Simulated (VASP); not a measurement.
# Si3N4 (Fd-3m) in VASP: notebook

Runs on Si3N4. Level: PBE. Tasks: single point, relaxation of the atoms.

The COD entry that gives the cell may itself be a prediction, so a difference from it is no test against experiment.

Program: VASP 6.6.1. These are calculated values, not measurements. Logs are shortened: lines on timing, memory, paths and dates and some standing lists are left out, and cuts for length are marked.

## 1. The cell of the first run

The structure is cubic, space group Fd-3m (No. 227). Conventional cell: a = 7.676 Å, b = 7.676 Å, c = 7.676 Å, α = 90.00°, β = 90.00°, γ = 90.00°. Within 2.5 Å of Si (site symmetry -3m) lie 6 N at 1.87 Å. Si (site symmetry -43m) has 4 N at 1.76 Å within 2.3 Å. Within 2.3 Å of N (site symmetry 3m) lie 4 Si at 1.76 to 1.87 Å.

## 2. Single point, PBE

INCAR

```
ALGO = Normal
EDIFF = 1E-7
ENCUT = 520
GGA = PE
ISIF = 2
ISMEAR = -1
LASPH = True
LCHARG = False
LREAL = False
LWAVE = False
NBANDS = 45
NELM = 60
PREC = Accurate
SIGMA = 0.02
```

KPOINTS

```
k-points
0
Gamma
  6 6 6
```

POSCAR

```
Si3N4
1.0
    0.0000000000      3.8382500000      3.8382500000
    3.8382500000      0.0000000000      3.8382500000
    3.8382500000      3.8382500000      0.0000000000
Si N
6 8
Direct
    0.1250000000      0.1250000000      0.1250000000
    0.6250000000      0.1250000000      0.1250000000
    0.1250000000      0.1250000000      0.6250000000
    0.1250000000      0.6250000000      0.1250000000
    0.5000000000      0.5000000000      0.5000000000
    0.7500000000      0.7500000000      0.7500000000
    0.8822201173      0.8822201173      0.8822201173
    0.8966603519      0.3677798827      0.3677798827
    0.8822201173      0.8822201173      0.3533396481
    0.3677798827      0.8966603519      0.3677798827
    0.3533396481      0.8822201173      0.8822201173
    0.3677798827      0.3677798827      0.3677798827
    0.8822201173      0.3533396481      0.8822201173
    0.3677798827      0.3677798827      0.8966603519
```

Potentials or basis: VASP PAW PBE potentials, release 64 (Si, N).

Started as:

```bash
> cat potpaw_PBE.64/Si/POTCAR potpaw_PBE.64/N/POTCAR > POTCAR
> mpirun -np 1 vasp_std > vasp.out
```

OUTCAR:

```text
EDIFF = 1E-7
   ENCUT = 520
   GGA = PE
   ISIF = 2
   ISMEAR = -1
   LASPH = True
   LREAL = False
   NELM = 60
   PREC = Accurate

 ion  position               nearest neighbor table
   1  0.125  0.125  0.125-   8 1.87  10 1.87  11 1.87  13 1.87   9 1.87  14 1.87   2 2.71   3 2.71
                             4 2.71   3 2.71   4 2.71   2 2.71
   2  0.625  0.125  0.125-   7 1.87  12 1.87  10 1.87   9 1.87  13 1.87  14 1.87   1 2.71   3 2.71
                             4 2.71   1 2.71   3 2.71   4 2.71
   3  0.125  0.125  0.625-   7 1.87  12 1.87  10 1.87  11 1.87   8 1.87  13 1.87   1 2.71   1 2.71
                             2 2.71   4 2.71   4 2.71   2 2.71
   4  0.125  0.625  0.125-   7 1.87  12 1.87   9 1.87  11 1.87   8 1.87  14 1.87   1 2.71   3 2.71
                             1 2.71   2 2.71   3 2.71   2 2.71
   5  0.500  0.500  0.500-  12 1.76  10 1.76   8 1.76  14 1.76
   6  0.750  0.750  0.750-   7 1.76   9 1.76  11 1.76  13 1.76
   7  0.882  0.882  0.882-   6 1.76   4 1.87   2 1.87   3 1.87
   8  0.897  0.368  0.368-   5 1.76   1 1.87   4 1.87   3 1.87
   9  0.882  0.882  0.353-   6 1.76   1 1.87   4 1.87   2 1.87
  10  0.368  0.897  0.368-   5 1.76   1 1.87   3 1.87   2 1.87
  11  0.353  0.882  0.882-   6 1.76   1 1.87   4 1.87   3 1.87
  12  0.368  0.368  0.368-   5 1.76   4 1.87   2 1.87   3 1.87
  13  0.882  0.353  0.882-   6 1.76   1 1.87   3 1.87   2 1.87
  14  0.368  0.368  0.897-   5 1.76   1 1.87   4 1.87   2 1.87

  LATTYP: Found a face centered cubic cell.
 ALAT       =     7.6765000000

  Lattice vectors:

 A1 = (   0.0000000000,   3.8382500000,   3.8382500000)
 A2 = (   3.8382500000,   0.0000000000,   3.8382500000)
 A3 = (   3.8382500000,   3.8382500000,   0.0000000000)

Analysis of symmetry for initial positions (statically):
=====================================================================
 Subroutine PRICEL returns:
 Original cell was already a primitive cell.

 Routine SETGRP: Setting up the symmetry group for a
 face centered cubic supercell.

 Subroutine GETGRP returns: Found 48 space group operations
 (whereof 24 operations were pure point group operations)
 out of a pool of 48 trial point group operations.

The static configuration has the point symmetry T_d .
 The point group associated with its full space group is O_h .

Analysis of symmetry for dynamics (positions and initial velocities):
=====================================================================
 Subroutine PRICEL returns:
 Original cell was already a primitive cell.

 Routine SETGRP: Setting up the symmetry group for a
 face centered cubic supercell.

 Subroutine GETGRP returns: Found 48 space group operations
 (whereof 24 operations were pure point group operations)
 out of a pool of 48 trial point group operations.

The dynamic configuration has the point symmetry T_d .
 The point group associated with its full space group is O_h .

 Subroutine INISYM returns: Found 48 space group operations
 (whereof 24 operations are pure point group operations),
 and found     1 'primitive' translations

----------------------------------------------------------------------------------------

                                     Primitive cell

  volume of cell :     113.0914

  direct lattice vectors                    reciprocal lattice vectors
     0.000000000  3.838250000  3.838250000    -0.130267700  0.130267700  0.130267700
     3.838250000  0.000000000  3.838250000     0.130267700 -0.130267700  0.130267700
     3.838250000  3.838250000  0.000000000     0.130267700  0.130267700 -0.130267700

  length of vectors
     5.428105206  5.428105206  5.428105206     0.225630275  0.225630275  0.225630275

  position of ions in fractional coordinates (direct lattice)
     0.125000000  0.125000000  0.125000000
     0.625000000  0.125000000  0.125000000
     0.125000000  0.125000000  0.625000000
     0.125000000  0.625000000  0.125000000
     0.500000000  0.500000000  0.500000000
     0.750000000  0.750000000  0.750000000
     0.882220117  0.882220117  0.882220117
     0.896660352  0.367779883  0.367779883
     0.882220117  0.882220117  0.353339648
     0.367779883  0.896660352  0.367779883
     0.353339648  0.882220117  0.882220117
     0.367779883  0.367779883  0.367779883
     0.882220117  0.353339648  0.882220117
     0.367779883  0.367779883  0.896660352

  ion indices of the primitive-cell ions
   primitive index   ion index
                 1           1
                 2           2
                 3           3
                 4           4
                 5           5
                 6           6
                 7           7
                 8           8
                 9           9
                10          10
                11          11
                12          12
                13          13
                14          14

----------------------------------------------------------------------------------------

 KPOINTS: k-points

Automatic generation of k-mesh.
 Grid dimensions read from file:
 generate k-points for:    6    6    6

 Generating k-lattice:

  Cartesian coordinates                     Fractional coordinates (reciprocal lattice)
    -0.021711283  0.021711283  0.021711283     0.166666667  0.000000000  0.000000000
     0.021711283 -0.021711283  0.021711283     0.000000000  0.166666667  0.000000000
     0.021711283  0.021711283 -0.021711283     0.000000000  0.000000000  0.166666667

  Length of vectors
     0.037605046  0.037605046  0.037605046

  Shift w.r.t. Gamma in fractional coordinates (k-lattice)
     0.000000000  0.000000000  0.000000000

 Subroutine IBZKPT returns following result:
 ===========================================

 Found     16 irreducible k-points:

 Following reciprocal coordinates:
            Coordinates               Weight
  0.000000  0.000000  0.000000      1.000000
  0.166667  0.000000  0.000000      8.000000
  0.333333  0.000000  0.000000      8.000000
  0.500000  0.000000  0.000000      4.000000
  0.166667  0.166667  0.000000      6.000000
  0.333333  0.166667  0.000000     24.000000
[... 8 lines left out ...]
 -0.333333  0.333333  0.166667     24.000000
 -0.333333  0.500000  0.166667     12.000000
   k-points           NKPTS =     16   k-points in BZ     NKDIM =     16   number of bands    NBANDS=     45
   number of dos      NEDOS =    301   number of ions     NIONS =     14
   total plane-waves  NPLWV =  64000
   dimension x,y,z NGX =    40 NGY =   40 NGZ =   40
   dimension x,y,z NGXF=    80 NGYF=   80 NGZF=   80
   ions per type =               6   8
   NGX,Y,Z   is equivalent  to a cutoff of  12.25, 12.25, 12.25 a.u.
   NGXF,Y,Z  is equivalent  to a cutoff of  24.50, 24.50, 24.50 a.u.
 SYSTEM =  unknown system
   PREC   = accura    normal or accurate (medium, high low for compatibility)
   ISTART =      0    job   : 0-new  1-cont  2-samecut
   ICHARG =      2    charge: 1-file 2-atom 10-const
   ISPIN  =      1    spin polarized calculation?
   LNONCOLLINEAR =      F non collinear calculations
   LSORBIT =      F    spin-orbit coupling
   LASPH  =      T    aspherical Exc in radial PAW
   ENCUT  =  520.0 eV  38.22 Ry    6.18 a.u.  10.09 10.09 10.09*2*pi/ulx,y,z
   NELM   =     60;   NELMIN=  2; NELMDL= -5     # of ELM steps
   EDIFF  = 0.1E-06   stopping-criterion for ELM
   LREAL  =      F    real-space projection
   EDIFFG = 0.1E-05   stopping-criterion for IOM
   NSW    =      0    number of steps for IOM
   IBRION =     -1    ionic relax: 0-MD 1-quasi-New 2-CG
   NFREE  =      0    steps in history (QN), initial steepest desc. (CG)
   ISIF   =      2    stress and relaxation
   ISYM   =      2    0-nonsym 1-usesym 2-fastsym
   POTIM  = 0.5000    time-step for ionic-motion
   TEBEG  =    0.0;   TEEND  =   0.0 temperature during run
   PSTRESS=    0.0 pullay stress
   NELECT =      64.0000    total number of electrons
   NUPDOWN=      -1.0000    fix difference up-down
   EMIN   =  10.00;   EMAX   =-10.00  energy-range for DOS
   EFERMI =   0.00;   METHOD = LEGACY
   ISMEAR =    -1;   SIGMA  =   0.02  broadening in eV -4-tet -1-fermi 0-gaus
   EFERMI_NEDOS =   21; number of points for ismear=-14 and -15
   IALGO  =     38    algorithm
   IMIX   =      4    mixing-type and parameters
     AMIX     =   0.40;   BMIX     =  1.00
     AMIX_MAG =   1.60;   BMIX_MAG =  1.00
  volume/ion in A,a.u.               =       8.08        54.51
  Fermi-wavevector in a.u.,A,eV,Ry     =   1.354123  2.558922 24.948324  1.833650
  Thomas-Fermi vector in A             =   2.481321
   LORBIT       =      0    0 simple, 1 ext, 2 COOP (PROOUT), +10 PAW based schemes
   GGA     = PE    functional components
   LHFCALC =     F    Hartree Fock is set to
   AEXX    =    0.0000 exact exchange contribution
   IVDW    =     0    specifies the selected vdW correction
   LEPSILON=     F    determine dielectric tensor
   LRPA    =     F    only Hartree local field effects (RPA)
 non-spin polarized calculation
  energy-cutoff  :      520.00
  volume of cell :      113.09
 maximum number of plane-waves:      3071
   NGX = 21   NGY = 21   NGZ = 21

 number of electron      64.0000010 magnetization

 Free energy of the ion-electron system (eV)
  ---------------------------------------------------
  ext. energy  EPLUGINS =         0.00000000
  ---------------------------------------------------
  free energy    TOTEN  =      -112.27214671 eV

  energy without entropy =     -112.27214671  energy(sigma->0) =     -112.27214671

 E-fermi :  10.1567     XC(G=0): -12.4269

 val. band max:        9.6754349840   @ k =  -0.1667   0.1667   0.0000
 cond. band min:      13.1805714362   @ k =   0.0000   0.0000   0.0000
 fundamental gap:      3.5051364523
 Fermi energy:        10.1566886336

 k-point     1 :       0.0000    0.0000    0.0000
  band No.  band energies     occupation
      1      -9.5178      2.00000
      2      -6.0768      2.00000
      3      -5.1279      2.00000
      4      -5.1279      2.00000
      5      -5.1279      2.00000
      6      -4.0955      2.00000
[... 36 lines left out ...]
     43      17.7819      0.00000
     44      19.5626      0.00000

 k-point     2 :       0.1667    0.0000    0.0000
  band No.  band energies     occupation
      1      -9.3648      2.00000
      2      -6.2695      2.00000
      3      -5.4690      2.00000
      4      -5.1004      2.00000
      5      -5.1004      2.00000
      6      -4.2138      2.00000
[... 36 lines left out ...]
     43      18.2088      0.00000
     44      19.0764      0.00000

 k-point     3 :       0.3333    0.0000    0.0000
  band No.  band energies     occupation
      1      -8.9288      2.00000
      2      -7.0452      2.00000
      3      -5.6456      2.00000
      4      -5.0085      2.00000
      5      -5.0085      2.00000
      6      -4.5107      2.00000
[... 36 lines left out ...]
     43      19.2643      0.00000
     44      19.2643      0.00000

 k-point     4 :       0.5000    0.0000    0.0000
  band No.  band energies     occupation
      1      -8.4848      2.00000
      2      -7.6820      2.00000
      3      -5.6390      2.00000
      4      -4.9038      2.00000
      5      -4.9038      2.00000
      6      -4.6705      2.00000
[... 506 lines left out ...]
     43      19.6422      0.00000
     44      19.9455      0.00000

 k-point    15 :      -0.3333    0.3333    0.1667
  band No.  band energies     occupation
      1      -8.1114      2.00000
      2      -7.4977      2.00000
      3      -6.5461      2.00000
      4      -5.9810      2.00000
      5      -4.6926      2.00000
      6      -4.5796      2.00000
[... 36 lines left out ...]
     43      20.0478      0.00000
     44      20.0559      0.00000

 k-point    16 :      -0.3333    0.5000    0.1667
  band No.  band energies     occupation
      1      -7.7422      2.00000
      2      -7.7422      2.00000
      3      -6.3926      2.00000
      4      -6.3926      2.00000
      5      -4.8300      2.00000
      6      -4.8300      2.00000
[... 36 lines left out ...]
     43      19.8259      0.00000
     44      19.8259      0.00000
 [bands above 44 left out]

------------------------ aborting loop because EDIFF is reached ----------------------------------------

  FORCE on cell =-STRESS in cart. coord.  units (eV):
  Direction    XX          YY          ZZ          XY          YZ          ZX
  --------------------------------------------------------------------------------------
  -------------------------------------------------------------------------------------
  Total        9.7706950      9.7706950      9.7706950      0.0000000      0.0000000     -0.0000000
  in kB      138.4223652    138.4223652    138.4223652      0.0000000      0.0000000     -0.0000000
  external PRESSURE =     138.4223652 kB  Pullay stress =       0.0000000 kB

 VOLUME and BASIS-vectors are now :
 -----------------------------------------------------------------------------
  energy-cutoff  :      520.00
  volume of cell :      113.09
      direct lattice vectors                 reciprocal lattice vectors
     0.000000000  3.838250000  3.838250000    -0.130267700  0.130267700  0.130267700
     3.838250000  0.000000000  3.838250000     0.130267700 -0.130267700  0.130267700
     3.838250000  3.838250000  0.000000000     0.130267700  0.130267700 -0.130267700

 POSITION                                       TOTAL-FORCE (eV/Angst)
 -----------------------------------------------------------------------------------
      0.95956      0.95956      0.95956         0.000000      0.000000      0.000000
      0.95956      2.87869      2.87869         0.000000      0.000000      0.000000
      2.87869      2.87869      0.95956         0.000000      0.000000      0.000000
      2.87869      0.95956      2.87869         0.000000      0.000000      0.000000
      3.83825      3.83825      3.83825         0.000000      0.000000      0.000000
      5.75737      5.75737      5.75737         0.000000      0.000000      0.000000
      6.77236      6.77236      6.77236        -0.004559     -0.004559     -0.004559
      2.82326      4.85324      4.85324         0.004559     -0.004559     -0.004559
      4.74239      4.74239      6.77236         0.004559      0.004559     -0.004559
      4.85324      2.82326      4.85324        -0.004559      0.004559     -0.004559
      6.77236      4.74239      4.74239        -0.004559      0.004559      0.004559
      2.82326      2.82326      2.82326         0.004559      0.004559      0.004559
      4.74239      6.77236      4.74239         0.004559     -0.004559      0.004559
      4.85324      4.85324      2.82326        -0.004559     -0.004559      0.004559
 -----------------------------------------------------------------------------------
    total drift:                               -0.000000      0.000000     -0.000000

  FREE ENERGIE OF THE ION-ELECTRON SYSTEM (eV)
  ---------------------------------------------------
  free  energy   TOTEN  =      -112.2721467101 eV

  energy  without entropy=     -112.2721467101  energy(sigma->0) =     -112.27214671
```

It took 87 s on 1 thread of Intel Xeon Platinum 8259CL at 2.50GHz (Skylake/Cascade Lake), shared host; peak memory 0.25 GiB.

What came out:

- Free energy: -112.2721 eV
- Pressure: 13.8 GPa
- Largest force: 0.008 eV/Å
- Band gap on the k mesh: 3.51 eV, indirect (least direct gap 3.53 eV)

Forces on the atoms (eV/Å):
```
Si   0.000  0.000  0.000
Si   0.000  0.000  0.000
Si   0.000  0.000  0.000
Si   0.000  0.000  0.000
Si   0.000  0.000  0.000
Si   0.000  0.000  0.000
N   -0.005 -0.005 -0.005
N    0.005 -0.005 -0.005
N    0.005  0.005 -0.005
N   -0.005  0.005 -0.005
N   -0.005  0.005  0.005
N    0.005  0.005  0.005
N    0.005 -0.005  0.005
N   -0.005 -0.005  0.005
```

Levels at points of the mesh, in eV from the valence-band top:
| k point | band 29 | band 30 | band 31 | band 32 | band 33 | band 34 | band 35 | band 36 |
| --- | --- | --- | --- | --- | --- | --- | --- | --- |
| (0.00, 0.00, 0.00) | -0.19 | -0.03 | -0.03 | -0.03 | 3.51 | 3.51 | 3.51 | 5.16 |
| (0.50, 0.00, 0.00) | -0.48 | -0.48 | -0.37 | -0.37 | 5.11 | 5.90 | 5.90 | 6.60 |
| (0.50, 0.50, 0.00) | -1.15 | -1.15 | -0.48 | -0.48 | 6.85 | 6.85 | 7.16 | 7.16 |

## 3. Single point, PBE

INCAR

```
SYSTEM = Si3N4
PREC = Accurate ; ENCUT = 520
EDIFF = 1E-6 ; ISMEAR = -1
SIGMA = 0.02 ; LREAL = .False.
LASPH = .True. ; NELM = 100
ALGO = Normal ; ISIF = 2
LWAVE = .False. ; LCHARG = .True.
GGA = PE ; LELF = .True.
LVHAR = .True. ; NBANDS = 45
```

KPOINTS

```
regular mesh
0
Gamma
  6 6 6
  0 0 0
```

POSCAR

```
Si3N4
1.0
    0.0000000000      3.8382500000      3.8382500000
    3.8382500000      0.0000000000      3.8382500000
    3.8382500000      3.8382500000      0.0000000000
Si N
6 8
Direct
    0.1250000000      0.1250000000      0.1250000000
    0.6250000000      0.1250000000      0.1250000000
    0.1250000000      0.1250000000      0.6250000000
    0.1250000000      0.6250000000      0.1250000000
    0.5000000000      0.5000000000      0.5000000000
    0.7500000000      0.7500000000      0.7500000000
    0.8822201176      0.8822201176      0.8822201176
    0.8966603528      0.3677798824      0.3677798824
    0.8822201176      0.8822201176      0.3533396472
    0.3677798824      0.8966603528      0.3677798824
    0.3533396472      0.8822201176      0.8822201176
    0.3677798824      0.3677798824      0.3677798824
    0.8822201176      0.3533396472      0.8822201176
    0.3677798824      0.3677798824      0.8966603528
```

Potentials or basis: VASP PAW PBE potentials, release 64 (Si, N).

Started as:

```bash
> cat potpaw_PBE.64/Si/POTCAR potpaw_PBE.64/N/POTCAR > POTCAR
> mpirun -np 1 vasp_std > vasp.out
```

Wall time 80 s (1 thread of AMD EPYC 7R13 (Zen 3), shared host); peak memory 0.22 GiB.

The run converged. Its results:

- Free energy: -112.2721 eV
- Pressure: 13.8 GPa
- Largest force: 0.008 eV/Å
- Band gap on the k mesh: 3.50 eV, indirect (least direct gap 3.53 eV)

Forces on the atoms (eV/Å):
```
Si   0.000  0.000  0.000
Si   0.000  0.000  0.000
Si   0.000  0.000  0.000
Si   0.000  0.000  0.000
Si   0.000  0.000  0.000
Si   0.000  0.000  0.000
N   -0.005 -0.005 -0.005
N    0.005 -0.005 -0.005
N    0.005  0.005 -0.005
N   -0.005  0.005 -0.005
N   -0.005  0.005  0.005
N    0.005  0.005  0.005
N    0.005 -0.005  0.005
N   -0.005 -0.005  0.005
```

Levels at points of the mesh, in eV from the valence-band top:
```csv
k point,band 29,band 30,band 31,band 32,band 33,band 34,band 35,band 36
"(0.00, 0.00, 0.00)",-0.19,-0.03,-0.03,-0.03,3.51,3.51,3.51,5.16
"(0.50, 0.00, 0.00)",-0.48,-0.48,-0.37,-0.37,5.11,5.89,5.89,6.60
"(0.50, 0.50, 0.00)",-1.15,-1.15,-0.48,-0.48,6.85,6.85,7.16,7.16
```

(Part 1 of 2 ends here.)
